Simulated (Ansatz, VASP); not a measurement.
## Two plane-wave programs on LiBe4

```
Li Be
1.0
     3.65424    0.00000    0.00000
    -1.82712    3.16466    0.00000
     0.00000    0.00000    4.36699
Li Be
1 4
Direct
  0.33333 0.66667 0.00000
  0.00000 0.00000 0.24771
  0.00000 0.00000 0.75229
  0.33333 0.66667 0.50000
  0.66667 0.33333 0.00000
```

Alike in both runs: functional PBE; k mesh 6 × 6 × 4; occupations gaussian, width 0.2 eV; no spin polarisation.

Ansatz relaxed the structure, and its values are those at the end. VASP's run is a single point on that final structure, the one shown.

|  | VASP | Ansatz |
| --- | --- | --- |
| version | VASP 6.6.1 | Ansatz 0.2.0 |
| potentials or method | VASP PAW PBE potentials, release 64 (Li_sv, Be), cutoff 750 eV | scalar-relativistic, plane waves, PAW |
| valence electrons in the cell | 11 | 11 |

VASP gave:

- gap on the k mesh at the Fermi level (eV): none
- pressure (GPa): -0.3
- rms of the force components (eV/Å): 0.009

What did Ansatz give for the same quantities?

gap on the k mesh at the Fermi level (eV): none; pressure (GPa): -0.3; rms of the force components (eV/Å): 0.006.

A gap of «none» marks a metal or a gap that the smearing closes.
